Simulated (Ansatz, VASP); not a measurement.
# Si2Mo in VASP and in Ansatz

```
CELL_PARAMETERS angstrom
-1.59498 1.59498 3.91020
1.59498 -1.59498 3.91020
1.59498 1.59498 -3.91020
ATOMIC_POSITIONS crystal
Mo 0.00000 0.00000 0.00000
Si 0.33507 0.33507 0.00000
Si 0.66493 0.66493 0.00000
```

Alike in both runs: functional PBEsol; k mesh 14 × 14 × 14; occupations fermi-dirac, width 0.05 eV; no spin polarisation.

Ansatz relaxed the structure, and its values are those at the end. VASP's run is a single point on that final structure, the one shown.

|  | VASP | Ansatz |
| --- | --- | --- |
| version | VASP 6.6.1 | Ansatz 0.2.0 |
| potentials or method | VASP PAW PBE potentials, release 64 (Mo_sv, Si) | PAW with Ansatz's default frozen-core files, scalar-relativistic |
| plane-wave cutoff (eV) | 520 | 420 |
| valence electrons in the cell | 22 | 22 |

```csv
,VASP,Ansatz,Ansatz less VASP
pressure (GPa),0.4,0.0,-0.39
```

VASP's potentials were made for PBE, not for PBEsol. The functional is the same, so the differences come from potentials, cutoffs and numerics.
